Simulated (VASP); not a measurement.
Here is a VASP 6.6.1 calculation.

Contents of INCAR:

```
  ALGO = Normal
  EDIFF = 1E-7
  ENCUT = 520
  GGA = PE
  ISIF = 2
  ISMEAR = -1
  LASPH = T
  LCHARG = F
  LREAL = Auto
  LWAVE = F
  NBANDS = 268
  NELECT = 470.0
  NELM = 80
  PREC = Accurate
  SIGMA = 0.01
```

File KPOINTS:

```
k-points
0
Gamma
  1 1 1
```

Contents of POSCAR:

```
LiTe36Mo18
1.0
   10.4191193500      0.0000000000      0.0000000000
   -5.2095596700      9.0232220400      0.0000000000
    0.0000000000      0.0000000000     13.7729284500
Te Mo Li
36 18 1
Direct
    0.1101378967      0.2218020922      0.6167942663
    0.2207034169      0.1080645959      0.1241095963
    0.2217828763      0.1102661739      0.3832518626
    0.1077871743      0.2206634462      0.8758408723
    0.1106100844      0.5562216179      0.6170873293
    0.2206222854      0.4462812365      0.1241726282
    0.2217552965      0.4451218265      0.3832199120
    0.1113690931      0.5554554209      0.8796224750
    0.1106752425      0.8879860882      0.6171872608
    0.2220084507      0.7778154298      0.1202338905
    0.2227152395      0.7781568276      0.3832664854
    0.1113616357      0.8893751303      0.8795662439
    0.4450039964      0.2218148657      0.6167025828
    0.5554348274      0.1114017571      0.1205538044
    0.5561516698      0.1107125545      0.3828780670
    0.4461631343      0.2206916782      0.8760054069
    0.4450400869      0.5567027924      0.6167847357
    0.5589141480      0.4462386479      0.1240567364
    0.5566643820      0.4451185629      0.3833108477
    0.4462125553      0.5590595909      0.8758573528
    0.4439716046      0.8887594941      0.6168171960
    0.5554742454      0.7775881683      0.1205101861
    0.5561452428      0.7789642620      0.3829362951
    0.4448677957      0.8891847868      0.8797527116
    0.7780674125      0.2228721559      0.6168051425
    0.8893054831      0.1114106783      0.1204590337
    0.8879273092      0.1107520580      0.3829697316
    0.7776326662      0.2219690317      0.8797657284
    0.7788909183      0.5561853902      0.6171885391
    0.8890719760      0.4448809485      0.1202688905
    0.8887358601      0.4441575662      0.3832350289
    0.7774621826      0.5554716062      0.8795325725
    0.7780790820      0.8887784047      0.6167219345
    0.8891117030      0.7777884889      0.1203195456
    0.8887686767      0.7781689450      0.3832081961
    0.7776503636      0.8891915430      0.8797876735
    0.1098700182      0.2217238140      0.2529963219
    0.2217741241      0.1100473163      0.7470507382
    0.1101029175      0.5568583445      0.2521376260
    0.2216439801      0.4452396739      0.7470215262
    0.1102249035      0.8869943349      0.2521258351
    0.2224988216      0.7779123006      0.7486678482
    0.4451573145      0.2218735853      0.2530093628
    0.5565919511      0.1102592116      0.7478669293
    0.4451966404      0.5569312883      0.2529949170
    0.5567645726      0.4450651719      0.7470431241
    0.4441354914      0.8887716161      0.2514623730
    0.5567461400      0.7800477520      0.7478456896
    0.7781012004      0.2226693176      0.2514428944
    0.8867575803      0.1101022249      0.7478376400
    0.7798674613      0.5566940425      0.2521534847
    0.8889216005      0.4443094187      0.7486572246
    0.7779974942      0.8889651496      0.2514715135
    0.8887726053      0.7780987733      0.7486509994
    0.3332118246      0.3337769990     -0.0001255759
```

Potentials or basis: VASP PAW PBE potentials, release 64 (Te, Mo_sv, Li_sv).

Command:

```console
$ cat potpaw_PBE.64/Te/POTCAR potpaw_PBE.64/Mo_sv/POTCAR potpaw_PBE.64/Li_sv/POTCAR > POTCAR
$ mpirun -np 1 vasp_gam > vasp.out
```

(1) What does it give for the largest force?

Answers

(1) 0.017 eV/Å.

Caveat: the k points lie up to 0.70 Å⁻¹ apart; the cell carries a net charge on a neutralising background, which shifts energy and pressure.
